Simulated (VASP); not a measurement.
# Os in VASP: notebook, part 2 of 2

VASP 6.6.1.

### 3 Single point, PBE

This run uses another cell than the first one.

Contents of INCAR:

```
SYSTEM = Os
PREC = Accurate
ENCUT = 520
EDIFF = 1E-6
ISMEAR = 0
SIGMA = 0.1
LREAL = .FALSE.
LASPH = .TRUE.
NELM = 80
ALGO = Normal
ISIF = 2
LWAVE = .FALSE.
LCHARG = .TRUE.
LDIPOL = .TRUE.
IDIPOL = 3
DIPOL = 0.5 0.5 0.308
GGA = PE
LELF = .TRUE.
LVHAR = .TRUE.
LVACPOTAV = .TRUE.
NBANDS = 15
```

Contents of KPOINTS:

```
regular mesh
0
G
  6 6 1
  0 0 0
```

Contents of POSCAR:

```
Os
1.0
    3.4169103213      0.0000000000      0.0000000000
    0.0000000000      3.4169103213      0.0000000000
    0.0000000000      0.0000000000     24.3362944000
Os
2
Direct
    0.5000000000      0.0000000000      0.3126202079
    0.0000000000      0.5000000000      0.3037431444
```

Potentials or basis: VASP PAW PBE potentials, release 64 (Os).

Command:

```bash
cat potpaw_PBE.64/Os/POTCAR > POTCAR
mpirun -np 1 vasp_std > vasp.out
```

OUTCAR:

```text
SYSTEM = Os
   PREC = Accurate
   ENCUT = 520
   EDIFF = 1E-6
   ISMEAR = 0
   LREAL = .FALSE.
   LASPH = .TRUE.
   NELM = 80
   ISIF = 2
   GGA = PE

 ion  position               nearest neighbor table
   1  0.500  0.000  0.313-   2 2.43   2 2.43   2 2.43   2 2.43
   2  0.000  0.500  0.304-   1 2.43   1 2.43   1 2.43   1 2.43

  LATTYP: Found a simple tetragonal cell.
 ALAT       =     3.4169103213
 C/A-ratio  =     7.1223099560

  Lattice vectors:

 A1 = (   3.4169103213,   0.0000000000,   0.0000000000)
 A2 = (   0.0000000000,   3.4169103213,   0.0000000000)
 A3 = (   0.0000000000,   0.0000000000,  24.3362944000)

Analysis of symmetry for initial positions (statically):
=====================================================================
 Subroutine PRICEL returns:
 Original cell was already a primitive cell.

 Routine SETGRP: Setting up the symmetry group for a
 simple tetragonal supercell.

 Subroutine GETGRP returns: Found 16 space group operations
 (whereof  4 operations were pure point group operations)
 out of a pool of 16 trial point group operations.

The static configuration has the point symmetry C_2v.
 The point group associated with its full space group is D_4h.

Analysis of symmetry for dynamics (positions and initial velocities):
=====================================================================
 Subroutine PRICEL returns:
 Original cell was already a primitive cell.

 Routine SETGRP: Setting up the symmetry group for a
 simple tetragonal supercell.

 Subroutine GETGRP returns: Found 16 space group operations
 (whereof  4 operations were pure point group operations)
 out of a pool of 16 trial point group operations.

The dynamic configuration has the point symmetry C_2v.
 The point group associated with its full space group is D_4h.

 Subroutine INISYM returns: Found 16 space group operations
 (whereof  4 operations are pure point group operations),
 and found     1 'primitive' translations

[... 111 lines left out ...]
 Gauss-broadening in eV      SIGMA  =   0.10
  energy-cutoff  :      520.00
  volume of cell :      284.13
 maximum number of plane-waves:      7676
 NGX is ok and might be reduce to    28
   NGX = 13   NGY = 13   NGZ = 91

 dipolmoment           0.000000      0.000000     -0.000001 electrons x Angstroem

 number of electron      15.9999999 magnetization

 dipolmoment           0.000000      0.000000      0.000001 electrons x Angstroem

 Free energy of the ion-electron system (eV)
  ---------------------------------------------------
  ext. energy  EPLUGINS =         0.00000000
  ---------------------------------------------------
  free energy    TOTEN  =       -17.20158002 eV

  energy without entropy =      -17.18194619  energy(sigma->0) =      -17.19176310

 E-fermi :  -4.1344     XC(G=0):  -2.1723

 val. band max:       -4.1494187792   @ k =   0.3333   0.1667   0.0000
 cond. band min:      -4.0996605313   @ k =   0.5000   0.0000   0.0000
 fundamental gap:      0.0497582479
 Fermi energy:        -4.1344416769

 k-point     1 :       0.0000    0.0000    0.0000
  band No.  band energies     occupation
      1     -12.1042      2.00000
      2     -11.1619      2.00000
      3     -10.3940      2.00000
      4      -6.9000      2.00000
      5      -6.9000      2.00000
      6      -6.6872      2.00000
      7      -3.8931      0.00064
      8      -3.0548      0.00000
      9      -2.7545      0.00000
     10      -2.7545      0.00000
     11      -0.8925      0.00000
     12       1.1513      0.00000
     13       1.5296      0.00000
     14       1.6692      0.00000
[... 149 lines left out ...]
      2      -9.5663      2.00000
      3      -8.4092      2.00000
      4      -8.4092      2.00000
      5      -4.6318      2.00000
      6      -4.6318      2.00000
      7      -4.6027      2.00000
      8      -4.6027      2.00000
      9      -2.8206      0.00000
     10      -2.8206      0.00000
     11      -1.7596      0.00000
     12      -1.7596      0.00000
     13       2.8053      0.00000
     14       2.8053      0.00000
     15       5.1345      0.00000

------------------------ aborting loop because EDIFF is reached ----------------------------------------

  FORCE on cell =-STRESS in cart. coord.  units (eV):
  Direction    XX          YY          ZZ          XY          YZ          ZX
  --------------------------------------------------------------------------------------
  -------------------------------------------------------------------------------------
  Total       -0.1734093     -0.1734093     -0.0290224      0.0000000      0.0000000      0.0000000
  in kB       -0.9778253     -0.9778253     -0.1636524      0.0000000      0.0000000      0.0000000
  external PRESSURE =      -0.7064343 kB  Pullay stress =       0.0000000 kB

 VOLUME and BASIS-vectors are now :
 -----------------------------------------------------------------------------
  energy-cutoff  :      520.00
  volume of cell :      284.13
      direct lattice vectors                 reciprocal lattice vectors
     3.416910321  0.000000000  0.000000000     0.292662056  0.000000000  0.000000000
     0.000000000  3.416910321  0.000000000     0.000000000  0.292662056  0.000000000
     0.000000000  0.000000000 24.336294400     0.000000000  0.000000000  0.041090890

 POSITION                                       TOTAL-FORCE (eV/Angst)
 -----------------------------------------------------------------------------------
      1.70846      0.00000      7.60802        -0.000000     -0.000000     -0.027818
      0.00000      1.70846      7.39198         0.000000      0.000000      0.027818
 -----------------------------------------------------------------------------------
    total drift:                               -0.000000      0.000000      0.000003

  FREE ENERGIE OF THE ION-ELECTRON SYSTEM (eV)
  ---------------------------------------------------
  free  energy   TOTEN  =       -17.2015800197 eV

  energy  without entropy=      -17.1819461897  energy(sigma->0) =      -17.19176310

 vacuum level on the upper side and lower side of the slab         1.506         1.506
```

OSZICAR:

```text
N       E                     dE             d eps       ncg     rms          rms(c)
DAV:   1     0.104832893060E+03    0.10483E+03   -0.45470E+03   300   0.732E+02
DAV:   2    -0.610307292322E+01   -0.11094E+03   -0.99695E+02   538   0.160E+02
DAV:   3    -0.178203781957E+02   -0.11717E+02   -0.11289E+02   384   0.625E+01
[... 12 lines left out ...]
DAV:  16    -0.172015660080E+02   -0.15575E-04   -0.34868E-07   264   0.230E-03    0.433E-04
DAV:  17    -0.172015742730E+02   -0.82650E-05   -0.34189E-07   265   0.177E-03    0.214E-04
DAV:  18    -0.172015774546E+02   -0.31816E-05   -0.66040E-08   284   0.902E-04    0.137E-04
DAV:  19    -0.172015791262E+02   -0.16716E-05   -0.39338E-08   277   0.581E-04    0.718E-05
DAV:  20    -0.172015800197E+02   -0.89348E-06   -0.23620E-08   263   0.477E-04
   1 F= -.17201580E+02 E0= -.17191763E+02  d E =-.196338E-01
```

stdout:

```text
POSCAR found type information on POSCAR Os
 POSCAR found :  1 types and       2 ions
 scaLAPACK will be used
 LDA part: xc-table for (Slater+PW92), standard interpolation
 POSCAR, INCAR and KPOINTS ok, starting setup
 FFT: planning ... GRIDC
 FFT: planning ... GRID_SOFT
 FFT: planning ... GRID
 WAVECAR not read
 entering main loop
 -----------------------------------------------------------------------------
|                                                                             |
|           W    W    AA    RRRRR   N    N  II  N    N   GGGG   !!!           |
|           W    W   A  A   R    R  NN   N  II  NN   N  G    G  !!!           |
|           W    W  A    A  R    R  N N  N  II  N N  N  G       !!!           |
|           W WW W  AAAAAA  RRRRR   N  N N  II  N  N N  G  GGG   !            |
|           WW  WW  A    A  R   R   N   NN  II  N   NN  G    G                |
|           W    W  A    A  R    R  N    N  II  N    N   GGGG   !!!           |
|                                                                             |
|     Did not find any points to average over, which means that no vacuum     |
|     field-free region was found. Please increase the size of  your cell     |
|     in the dimension of the dipole correction to obtain accurate            |
|     workfunction values.                                                    |
|                                                                             |
 -----------------------------------------------------------------------------
```

Run time: 2 min. Hardware: 1 thread of Intel Xeon 8259CL, shared host; peak memory 0.38 GiB.

What came out:

| Property | Result |
| --- | --- |
| Free energy | -17.2016 eV |
| Largest force | 0.028 eV/Å |
| Band gap on the k mesh | zero (bands 8 and 9 overlap by 1.48 eV) |

Forces in eV/Å, atoms in the order of the input:
```
Os   0.000  0.000 -0.028
Os   0.000  0.000  0.028
```

Caveat: spin-orbit coupling is left out, which moves the levels of the heavy elements.

### 4 Single point, PBE

This run uses another cell than the first one.

Contents of INCAR:

```
  PREC = Accurate
  ENCUT = 520
  EDIFF = 1E-6
  ISMEAR = 0
  SIGMA = 0.1
  LREAL = False
  LASPH = True
  NELM = 60
  ALGO = Normal
  ISIF = 2
  LWAVE = False
  LCHARG = False
  LDIPOL = True
  IDIPOL = 3
  DIPOL = 0.5 0.5 0.308
  GGA = PE
  NBANDS = 15
```

Contents of KPOINTS:

```
regular mesh
0
Gamma
  16 16 1
```

POSCAR is that of step 3.

Command:

```bash
cat potpaw_PBE.64/Os/POTCAR > POTCAR
mpirun -np 1 vasp_std > vasp.out
```

Wall time 7.4 min (1 thread of Intel Xeon 8259CL, shared host); peak memory 0.48 GiB.

It converged, with:

* Free energy: -17.1367 eV
* Largest force: 0.337 eV/Å
* Band gap on the k mesh: zero (bands 8 and 9 overlap by 1.55 eV)

Forces on the atoms (eV/Å):
```
Os   0.000  0.000  0.337
Os   0.000  0.000 -0.337
```

Levels at points of the mesh, in eV from the Fermi level:
| k point | band 6 | band 7 | band 8 | band 9 | band 10 | band 11 |
| --- | --- | --- | --- | --- | --- | --- |
| (0.00, 0.00, 0.00) | -2.57 | 0.23 | 1.07 | 1.34 | 1.34 | 3.20 |
| (0.50, 0.00, 0.00) | -2.49 | -0.64 | -0.64 | -0.44 | -0.44 | 0.00 |
| (0.50, 0.50, 0.00) | -0.52 | -0.51 | -0.51 | 1.28 | 1.28 | 2.34 |

Caveat: spin-orbit coupling is left out, which moves the levels of the heavy elements.

### 5 The runs side by side

```tsv
cell	k mesh	gap on the mesh (eV)	largest force (eV/Å)
a = 3.162, b = 3.162, c = 15.000 Å, 2 atoms, atomic positions A	6 × 6 × 1	none	1.12
a = 3.417, b = 3.417, c = 24.336 Å, 2 atoms, atomic positions B	6 × 6 × 1	none	0.03
a = 3.417, b = 3.417, c = 24.336 Å, 2 atoms, atomic positions B	16 × 16 × 1	none	0.34
```

Alike in all rows: task single point; level PBE; potentials or basis VASP PAW PBE potentials, release 64 (Os); no spin polarisation; cutoff (eV) 520; smearing gaussian 0.1 eV.

Caveats: spin-orbit coupling is left out, which moves the levels of the heavy elements.

Absolute energies hang on the potentials; compare differences alone.
